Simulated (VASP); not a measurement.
Runs of VASP 6.6.1 on HfB. The structure is that of space group Fm-3m (No. 225), or close to it. The cells are those of the table. 

```tsv
cell	gap on the mesh (eV)	pressure (GPa)
a = 3.234, b = 3.234, c = 3.267 Å, angles 59.7, 59.7, 60.7°, 2 atoms	none	(a)
a = 3.251, b = 3.251, c = 3.267 Å, angles 59.8, 59.8, 60.3°, 2 atoms	none	33.5
a = 3.300, b = 3.300, c = 3.267 Å, angles 60.3, 60.3, 59.3°, 2 atoms	none	25.3
a = 3.283, b = 3.283, c = 3.267 Å, angles 60.2, 60.2, 59.7°, 2 atoms	none	(b)
a = 3.267 Å, angles 60.0°, 2 atoms	none	30.5
```

Alike in all rows: task single point; level PBE; potentials or basis VASP PAW PBE potentials, release 64 (Hf_pv, B); no spin polarisation; k mesh 13 × 13 × 13; cutoff (eV) 520; smearing methfessel-paxton 0.15 eV.

Problem. Fill in the values left out.

Solution. (a) 36.6; (b) 27.8.

Caveats: spin-orbit coupling is left out, which moves the levels of the heavy elements.

A k mesh can miss the band edges, and the runs leave out spin-orbit coupling on Hf.

A gap of «none» marks levels without a gap at the run's occupations.
